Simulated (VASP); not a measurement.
PbS, 2 atoms in the cell. Symmetry: R3m, No. 160, trigonal system. Conventional cell: a = 4.201 Å, b = 4.201 Å, c = 10.291 Å, α = 90.00°, β = 90.00°, γ = 120.00°. Pb (site symmetry 3m) has 6 S at 2.97 Å within 3.9 Å. Within 3.9 Å of S (site symmetry 3m) lie 6 Pb at 2.97 Å. 

| Quantity | Value |
| --- | --- |
| Program | VASP 6.6.1 |
| Task | G0W0 quasiparticle levels |
| Functional | r2SCAN |
| Potentials or basis | VASP PAW PBE potentials, release 64 (Pb_d_GW, S_GW) |
| Cutoff | 500 eV |
| k mesh | 4 × 4 × 4 |
| Occupations | gaussian, width 0.01 eV |
| Spin | no spin polarisation |
| Dipole correction | no |
| GW scheme | G0W0 |
| GW iterations | 1 |
| Cutoff of the response function | 140 |
| Frequency points | 96 |
| Empty bands | 197 |
| Further INCAR settings | ALGO = EVGW0; EDIFF = 1e-08; NBANDS = 208 |

Potentials or basis: VASP PAW PBE potentials, release 64 (Pb_d_GW, S_GW).

Run with:

```bash
$ cat potpaw_PBE.64/Pb_d_GW/POTCAR potpaw_PBE.64/S_GW/POTCAR > POTCAR
$ cp INCAR.step1 INCAR
$ mpirun -np 1 vasp_std > vasp.out
$ cp INCAR.step2 INCAR
$ mpirun -np 1 vasp_std > vasp.out
$ cp INCAR.step3 INCAR
$ mpirun -np 1 vasp_std > vasp.out
```

Hardware: 1 thread of AMD EPYC 9R45 96-Core Processor (Zen 5), with other jobs on the host.

Problem. Estimate the wall time of this run.

Solution. Wall time 10 min on 1 thread of AMD EPYC 9R45 96-Core Processor (Zen 5) (shared host), peak memory 0.75 GiB. Counts: k points 13.
